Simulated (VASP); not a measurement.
# Ag (P6_3/mmc) in VASP: notebook

Runs on Ag. Level: r2SCAN. Tasks: relaxation of cell and atoms.

Program: VASP 6.6.1. These are calculated values, not measurements. Logs are shortened: lines on timing, memory, paths and dates and some standing lists are left out, and cuts for length are marked.

## 1. The cell of the first run

The structure is hexagonal, space group P6_3/mmc (No. 194). Conventional cell: a = 2.812 Å, b = 2.812 Å, c = 4.599 Å, α = 90.00°, β = 90.00°, γ = 120.00°. Ag (site symmetry -6m2) has 12 Ag at 2.81 Å within 3.7 Å.

This isn't the form of Ag at room conditions, which is fcc.

## 2. Relaxation of cell and atoms, r2SCAN, target pressure 12 GPa, at which the enthalpy is minimised

POSCAR

```
Ag
1.0
    2.8121851747      0.0000000000      0.0000000000
   -1.4060925874      2.4354238015      0.0000000000
    0.0000000000      0.0000000000      4.5988428590
Ag
2
Direct
    0.3333333333      0.6666666667      0.2500000000
    0.6666666667      0.3333333333      0.7500000000
```

INCAR.step1

```
PREC = Accurate
ENCUT = 550
ISMEAR = 0
SIGMA = 0.1
LREAL = False
LASPH = True
NELM = 120
GGA = PE
ALGO = Normal
EDIFF = 1E-5
LWAVE = True
LCHARG = False
GGA_COMPAT = False
IBRION = 2
ISIF = 3
EDIFFG = -0.005
NELMIN = 4
NSW = 100
```

INCAR.step2

```
PREC = Accurate
ENCUT = 550
EDIFF = 1E-7
ISMEAR = 0
SIGMA = 0.1
LREAL = False
LASPH = True
NELM = 120
ALGO = Normal
ISIF = 3
LWAVE = False
LCHARG = False
METAGGA = R2SCAN
LMIXTAU = True
IBRION = 2
NSW = 70
EDIFFG = -0.008
PSTRESS = 120.0
ISTART = 1
GGA_COMPAT = False
NELMIN = 4
```

KPOINTS

```
Automatic mesh
0
Gamma
  18 18 10
```

Potentials or basis: VASP PAW PBE potentials, release 64 (Ag).

Started as:

```sh
$ cat potpaw_PBE.64/Ag/POTCAR > POTCAR
$ cp INCAR.step1 INCAR
$ mpirun -np 1 vasp_std > vasp.out
$ cp INCAR.step2 INCAR
$ mpirun -np 1 vasp_std > vasp.out
```

OUTCAR:

```text
PREC = Accurate
   ENCUT = 550
   EDIFF = 1E-7
   ISMEAR = 0
   LREAL = False
   LASPH = True
   NELM = 120
   ISIF = 3
   METAGGA = R2SCAN
   IBRION = 2
   NSW = 70
   EDIFFG = -0.008
   PSTRESS = 120.0
   ISTART = 1
   NELMIN = 4

 ion  position               nearest neighbor table
   1  0.333  0.667  0.250-   2 2.81   2 2.81   2 2.81   2 2.81   2 2.81   2 2.81
   2  0.667  0.333  0.750-   1 2.81   1 2.81   1 2.81   1 2.81   1 2.81   1 2.81

  LATTYP: Found a hexagonal cell.
 ALAT       =     2.8121851747
 C/A-ratio  =     1.6353271827

  Lattice vectors:

 A1 = (   2.8121851747,   0.0000000000,   0.0000000000)
 A2 = (  -1.4060925874,   2.4354238015,   0.0000000000)
 A3 = (   0.0000000000,   0.0000000000,   4.5988428590)

Analysis of symmetry for initial positions (statically):
=====================================================================
 Subroutine PRICEL returns:
 Original cell was already a primitive cell.

 Routine SETGRP: Setting up the symmetry group for a
 hexagonal supercell.

 Subroutine GETGRP returns: Found 24 space group operations
 (whereof 12 operations were pure point group operations)
 out of a pool of 24 trial point group operations.

The static configuration has the point symmetry D_3d.
 The point group associated with its full space group is D_6h.

Analysis of symmetry for dynamics (positions and initial velocities):
=====================================================================
 Subroutine PRICEL returns:
 Original cell was already a primitive cell.

 Routine SETGRP: Setting up the symmetry group for a
 hexagonal supercell.

 Subroutine GETGRP returns: Found 24 space group operations
 (whereof 12 operations were pure point group operations)
 out of a pool of 24 trial point group operations.

The dynamic configuration has the point symmetry D_3d.
 The point group associated with its full space group is D_6h.

 Subroutine INISYM returns: Found 24 space group operations
 (whereof 12 operations are pure point group operations),
 and found     1 'primitive' translations

----------------------------------------------------------------------------------------

                                     Primitive cell

  volume of cell :      31.4968

  direct lattice vectors                    reciprocal lattice vectors
     2.812185175  0.000000000  0.000000000     0.355595360  0.205303077  0.000000000
    -1.406092587  2.435423801  0.000000000     0.000000000  0.410606154  0.000000000
     0.000000000  0.000000000  4.598842859     0.000000000  0.000000000  0.217446003

  length of vectors
     2.812185175  2.812185175  4.598842859     0.410606154  0.410606154  0.217446003

  position of ions in fractional coordinates (direct lattice)
     0.333333333  0.666666667  0.250000000
     0.666666667  0.333333333  0.750000000

  ion indices of the primitive-cell ions
   primitive index   ion index
                 1           1
                 2           2

----------------------------------------------------------------------------------------

 KPOINTS: Automatic mesh

Automatic generation of k-mesh.
 Grid dimensions read from file:
 generate k-points for:   18   18   10

 Generating k-lattice:

  Cartesian coordinates                     Fractional coordinates (reciprocal lattice)
     0.019755298  0.011405726  0.000000000     0.055555556  0.000000000  0.000000000
     0.000000000  0.022811453  0.000000000     0.000000000  0.055555556  0.000000000
     0.000000000  0.000000000  0.021744600     0.000000000  0.000000000  0.100000000

  Length of vectors
     0.022811453  0.022811453  0.021744600

  Shift w.r.t. Gamma in fractional coordinates (k-lattice)
     0.000000000  0.000000000  0.000000000

 Subroutine IBZKPT returns following result:
 ===========================================

 Found    222 irreducible k-points:

 Following reciprocal coordinates:
            Coordinates               Weight
  0.000000  0.000000  0.000000      1.000000
  0.055556 -0.000000  0.000000      6.000000
  0.111111 -0.000000  0.000000      6.000000
  0.166667  0.000000  0.000000      6.000000
  0.222222 -0.000000  0.000000      6.000000
  0.277778  0.000000  0.000000      6.000000
[... 16 lines left out ...]
  0.333333  0.111111  0.000000     12.000000
  0.388889  0.111111  0.000000     12.000000
 [... further k-points ...]
   k-points           NKPTS =    222   k-points in BZ     NKDIM =    222   number of bands    NBANDS=     15
   number of dos      NEDOS =    301   number of ions     NIONS =      2
   total plane-waves  NPLWV =  20736
   dimension x,y,z NGX =    24 NGY =   24 NGZ =   36
   dimension x,y,z NGXF=    48 NGYF=   48 NGZF=   72
   ions per type =               2
   NGX,Y,Z   is equivalent  to a cutoff of  14.19, 14.19, 13.01 a.u.
   NGXF,Y,Z  is equivalent  to a cutoff of  28.38, 28.38, 26.03 a.u.
 SYSTEM =  unknown system
   PREC   = accura    normal or accurate (medium, high low for compatibility)
   ISTART =      1    job   : 0-new  1-cont  2-samecut
   ICHARG =      0    charge: 1-file 2-atom 10-const
   ISPIN  =      1    spin polarized calculation?
   LNONCOLLINEAR =      F non collinear calculations
   LSORBIT =      F    spin-orbit coupling
   LASPH  =      T    aspherical Exc in radial PAW
   ENCUT  =  550.0 eV  40.42 Ry    6.36 a.u.   5.38  5.38  8.79*2*pi/ulx,y,z
   NELM   =    120;   NELMIN=  4; NELMDL=  0     # of ELM steps
   EDIFF  = 0.1E-06   stopping-criterion for ELM
   LREAL  =      F    real-space projection
   EDIFFG = -.8E-02   stopping-criterion for IOM
   NSW    =     70    number of steps for IOM
   IBRION =      2    ionic relax: 0-MD 1-quasi-New 2-CG
   NFREE  =      1    steps in history (QN), initial steepest desc. (CG)
   ISIF   =      3    stress and relaxation
   ISYM   =      2    0-nonsym 1-usesym 2-fastsym
   POTIM  = 0.5000    time-step for ionic-motion
   TEBEG  =    0.0;   TEEND  =   0.0 temperature during run
   PSTRESS=  120.0 pullay stress
   NELECT =      22.0000    total number of electrons
   NUPDOWN=      -1.0000    fix difference up-down
   EMIN   =  10.00;   EMAX   =-10.00  energy-range for DOS
   EFERMI =   0.00;   METHOD = LEGACY
   ISMEAR =     0;   SIGMA  =   0.10  broadening in eV -4-tet -1-fermi 0-gaus
   EFERMI_NEDOS =   21; number of points for ismear=-14 and -15
   IALGO  =     38    algorithm
   IMIX   =      4    mixing-type and parameters
     AMIX     =   0.40;   BMIX     =  1.00
     AMIX_MAG =   1.60;   BMIX_MAG =  1.00
  volume/ion in A,a.u.               =      15.75       106.28
  Fermi-wavevector in a.u.,A,eV,Ry     =   1.452535  2.744894 28.706374  2.109859
  Thomas-Fermi vector in A             =   2.569906
   LORBIT       =      0    0 simple, 1 ext, 2 COOP (PROOUT), +10 PAW based schemes
   METAGGA = R2SCAN    functional components
   LHFCALC =     F    Hartree Fock is set to
   AEXX    =    0.0000 exact exchange contribution
   IVDW    =     0    specifies the selected vdW correction
   LEPSILON=     F    determine dielectric tensor
   LRPA    =     F    only Hartree local field effects (RPA)
 conjugate gradient relaxation of ions
 non-spin polarized calculation
 Gauss-broadening in eV      SIGMA  =   0.10
  energy-cutoff  :      550.00
  volume of cell :       31.50
 maximum number of plane-waves:       966
 NGX is ok and might be reduce to    24
   NGX = 11   NGY = 11   NGZ = 17

--------------------------------------- Ionic step        1  -------------------------------------------

 number of electron      22.0000005 magnetization

 Free energy of the ion-electron system (eV)
  ---------------------------------------------------
  ext. energy  EPLUGINS =         0.00000000
  ---------------------------------------------------
  free energy    TOTEN  =       -42.58524808 eV

  energy without entropy =      -42.58081114  energy(sigma->0) =      -42.58302961

------------------------ aborting loop because EDIFF is reached ----------------------------------------

  FORCE on cell =-STRESS in cart. coord.  units (eV):
  Direction    XX          YY          ZZ          XY          YZ          ZX
  --------------------------------------------------------------------------------------
  -------------------------------------------------------------------------------------
  Total        2.5926949      2.5926949      2.5915212     -0.0000000      0.0000000      0.0000000
  in kB      131.8848656    131.8848656    131.8251634     -0.0000000      0.0000000      0.0000000
  external PRESSURE =      11.8649649 kB  Pullay stress =     120.0000000 kB

 VOLUME and BASIS-vectors are now :
 -----------------------------------------------------------------------------
  energy-cutoff  :      550.00
  volume of cell :       31.50
      direct lattice vectors                 reciprocal lattice vectors
     2.812185175  0.000000000  0.000000000     0.355595360  0.205303077  0.000000000
    -1.406092587  2.435423801  0.000000000     0.000000000  0.410606154  0.000000000
     0.000000000  0.000000000  4.598842859     0.000000000  0.000000000  0.217446003
[... 46 lines left out ...]
  FREE ENERGIE OF THE ION-ELECTRON SYSTEM (eV)
  ---------------------------------------------------
  free  energy   TOTEN  =       -42.6244564299 eV

  energy  without entropy=      -42.6201404766  energy(sigma->0) =      -42.62229845

  enthalpy is  TOTEN    =       -40.2253606700 eV   P V=        2.3990957598

--------------------------------------- Ionic step        3  -------------------------------------------

 number of electron      22.0000005 magnetization

 Free energy of the ion-electron system (eV)
  ---------------------------------------------------
  ext. energy  EPLUGINS =         0.00000000
  ---------------------------------------------------
  free energy    TOTEN  =       -42.60229392 eV

  energy without entropy =      -42.59790482  energy(sigma->0) =      -42.60009937

 E-fermi :   9.4621     XC(G=0): -13.4803

 val. band max:        9.4550969040   @ k =   0.3889   0.1111   0.3000
 cond. band min:       9.4770458209   @ k =   0.3889   0.0556   0.5000
 fundamental gap:      0.0219489170
 Fermi energy:         9.4620560434

 k-point     1 :       0.0000    0.0000    0.0000
  band No.  band energies     occupation
      1       0.9451      2.00000
      2       2.2494      2.00000
      3       4.0398      2.00000
      4       4.1505      2.00000
      5       4.1505      2.00000
      6       4.4289      2.00000
      7       4.4289      2.00000
      8       4.8367      2.00000
      9       4.8367      2.00000
     10       6.0063      2.00000
     11       6.0063      2.00000
     12       8.9212      2.00000
     13      13.5992      0.00000
     14      25.9850      0.00000
     15      28.0432      0.00000
[... 397 lines left out ...]
 k-point    24 :       0.3889    0.1111    0.0000
  band No.  band energies     occupation
      1       2.5066      2.00000
      2       2.7474      2.00000
      3       2.9122      2.00000
      4       4.0057      2.00000
      5       4.4107      2.00000
      6       4.6469      2.00000
      7       4.7594      2.00000
      8       5.9990      2.00000
      9       6.1518      2.00000
     10       6.1842      2.00000
     11       9.1125      2.00000
     12      12.6446      0.00000
     13      16.8659      0.00000
     14      17.1336      0.00000
     15      19.3452      0.00000

 [... further k-points ...]

------------------------ aborting loop because EDIFF is reached ----------------------------------------

  FORCE on cell =-STRESS in cart. coord.  units (eV):
  Direction    XX          YY          ZZ          XY          YZ          ZX
  --------------------------------------------------------------------------------------
  -------------------------------------------------------------------------------------
  Total        2.3781081      2.3781081      2.3782717     -0.0000000     -0.0000000      0.0000000
  in kB      120.1414394    120.1414394    120.1497056     -0.0000000     -0.0000000      0.0000000
  external PRESSURE =       0.1441948 kB  Pullay stress =     120.0000000 kB

 VOLUME and BASIS-vectors are now :
 -----------------------------------------------------------------------------
  energy-cutoff  :      550.00
  volume of cell :       31.71
      direct lattice vectors                 reciprocal lattice vectors
     2.818640482 -0.000000000  0.000000000     0.354780968  0.204832888  0.000000000
    -1.409320241  2.441014262 -0.000000000     0.000000000  0.409665775  0.000000000
     0.000000000  0.000000000  4.609346369     0.000000000  0.000000000  0.216950500

 POSITION                                       TOTAL-FORCE (eV/Angst)
 -----------------------------------------------------------------------------------
     -0.00000      1.62734      1.15234         0.000000     -0.000000      0.000000
      1.40932      0.81367      3.45701        -0.000000      0.000000      0.000000
 -----------------------------------------------------------------------------------
    total drift:                               -0.000000      0.000000     -0.000000

  FREE ENERGIE OF THE ION-ELECTRON SYSTEM (eV)
  ---------------------------------------------------
  free  energy   TOTEN  =       -42.6022939210 eV

  energy  without entropy=      -42.5979048181  energy(sigma->0) =      -42.60009937

  enthalpy is  TOTEN    =       -40.2269854921 eV   P V=        2.3753084288

 reached required accuracy - stopping structural energy minimisation
```

Wall time 18 min (1 thread of Intel Xeon Platinum 8488C (Sapphire Rapids), shared host); peak memory 0.25 GiB.

What came out:

```
Free energy                                                : -42.6023 eV
Relaxed volume                                             : 15.86 Å³/atom
Relaxed cell                                               : a = 2.819 Å, b = 2.819 Å, c = 4.609 Å, α = 90.00°, β = 90.00°, γ = 120.00°
Space group after relaxing (to 0.1 Å)                      : P6_3/mmc (No. 194)
Energy change on relaxing (the run minimises the enthalpy) : -8.5 meV/atom
Ionic steps                                                : 3
Pressure after relaxing                                    : 12.0 GPa
Band gap on the k mesh                                     : zero (bands 11 and 12 overlap by 8.31 eV)
```

The path:
| step | energy change (eV) | largest force (eV/Å) | pressure (GPa) | volume (Å³) |
| --- | --- | --- | --- | --- |
| 1 | 0.0000 | 0.0000 | 13.19 | 31.50 |
| 2 | -0.0392 | 0.0000 | 10.39 | 32.03 |
| 3 | -0.0170 | 0.0000 | 12.01 | 31.71 |

Final structure:
```
CELL_PARAMETERS angstrom
2.81864 0.00000 0.00000
-1.40932 2.44101 0.00000
0.00000 0.00000 4.60935
ATOMIC_POSITIONS crystal
Ag 0.33333 0.66667 0.25000
Ag 0.66667 0.33333 0.75000
```

Caveat: the cell is relaxed towards a set pressure, so the run minimises the enthalpy, not the energy; the PAW data sets were made with another functional, which shifts forces and pressure a little.

## 3. Relaxation of cell and atoms, r2SCAN, target pressure -1 GPa, at which the enthalpy is minimised

This run uses another cell than the first one, of 17.50 Å³/atom.

POSCAR

```
Ag
1.0
    2.9131411829      0.0000000000      0.0000000000
   -1.4565705915      2.5228542692      0.0000000000
    0.0000000000      0.0000000000      4.7630157342
Ag
2
Direct
    0.3333333333      0.6666666667      0.2500000000
    0.6666666667      0.3333333333      0.7500000000
```

INCAR.step1

```
PREC     = Accurate       # precision mode
ENCUT    = 550            # plane-wave cutoff, eV
ISMEAR   = 0              # smearing method
SIGMA    = 0.1            # smearing width, eV
LREAL    = False          # projectors in reciprocal space
LASPH    = True           # aspherical terms in the spheres
NELM     = 120            # most SCF steps
GGA      = PE             # functional
ALGO     = Normal         # electronic algorithm
EDIFF    = 1E-5           # SCF threshold, eV
LWAVE    = True           # write WAVECAR
LCHARG   = False          # write CHGCAR
GGA_COMPAT= False        
IBRION   = 2              # ionic algorithm
ISIF     = 3              # what is computed and relaxed
EDIFFG   = -0.005         # ionic threshold
NELMIN   = 4            
NSW      = 100            # ionic steps
```

INCAR.step2

```
PREC     = Accurate       # precision mode
ENCUT    = 550            # plane-wave cutoff, eV
EDIFF    = 1E-7           # SCF threshold, eV
ISMEAR   = 0              # smearing method
SIGMA    = 0.1            # smearing width, eV
LREAL    = False          # projectors in reciprocal space
LASPH    = True           # aspherical terms in the spheres
NELM     = 120            # most SCF steps
ALGO     = Normal         # electronic algorithm
ISIF     = 3              # what is computed and relaxed
LWAVE    = False          # write WAVECAR
LCHARG   = False          # write CHGCAR
METAGGA  = R2SCAN         # meta-GGA
LMIXTAU  = True         
IBRION   = 2              # ionic algorithm
NSW      = 70             # ionic steps
EDIFFG   = -0.008         # ionic threshold
PSTRESS  = -10.0        
ISTART   = 1            
GGA_COMPAT= False        
NELMIN   = 4
```

KPOINTS is that of step 2.

Potentials or basis: VASP PAW PBE potentials, release 64 (Ag).

Started as:

```sh
$ cat potpaw_PBE.64/Ag/POTCAR > POTCAR
$ cp INCAR.step1 INCAR
$ mpirun -np 1 vasp_std > vasp.out
$ cp INCAR.step2 INCAR
$ mpirun -np 1 vasp_std > vasp.out
```

It took 5 min on 1 thread of Intel Xeon 6975P-C (Granite Rapids), shared host; peak memory 0.25 GiB.

It converged, with:

* Free energy: -42.7044 eV
* Relaxed volume: 17.53 Å³/atom
* Relaxed cell: a = 2.915 Å, b = 2.915 Å, c = 4.766 Å, α = 90.00°, β = 90.00°, γ = 120.00°
* Space group after relaxing (to 0.1 Å): P6_3/mmc (No. 194)
* Energy change on relaxing (the run minimises the enthalpy): +0.2 meV/atom
* Ionic steps: 2
* Pressure after relaxing: -1.1 GPa
* Band gap on the k mesh: zero (bands 11 and 12 overlap by 7.89 eV)

Step by step:
| step | energy change (eV) | largest force (eV/Å) | pressure (GPa) | volume (Å³) |
| --- | --- | --- | --- | --- |
| 1 | 0.0000 | 0.0000 | -0.89 | 35.01 |
| 2 | 0.0004 | 0.0000 | -1.06 | 35.06 |

Final structure:
```
Ag
1.0
     2.91476    0.00000    0.00000
    -1.45738    2.52426    0.00000
     0.00000    0.00000    4.76580
Ag
2
Direct
  0.33333 0.66667 0.25000
  0.66667 0.33333 0.75000
```

Levels at points of the mesh, in eV from the Fermi level:
```tsv
k point	band 7	band 8	band 9	band 10	band 11	band 12	band 13	band 14	band 15
(0.00, 0.00, 0.00)	-4.71	-4.37	-4.37	-3.39	-3.39	-0.25	3.53	16.22	18.15
(0.50, 0.00, 0.00)	-4.01	-3.26	-3.21	-3.12	0.14	1.53	7.07	7.31	9.51
(0.00, 0.00, 0.50)	-4.66	-4.66	-3.70	-3.70	-3.70	-3.70	11.32	11.32	16.59
(0.50, 0.00, 0.50)	-3.42	-3.42	-3.18	-3.18	0.89	0.89	4.59	4.59	13.95
```

Caveat: the cell is relaxed towards a set pressure, so the run minimises the enthalpy, not the energy; the PAW data sets were made with another functional, which shifts forces and pressure a little.

(Part 1 of 2 ends here.)

The gap in the log of VASP goes by the Fermi energy; the results here count the filled bands.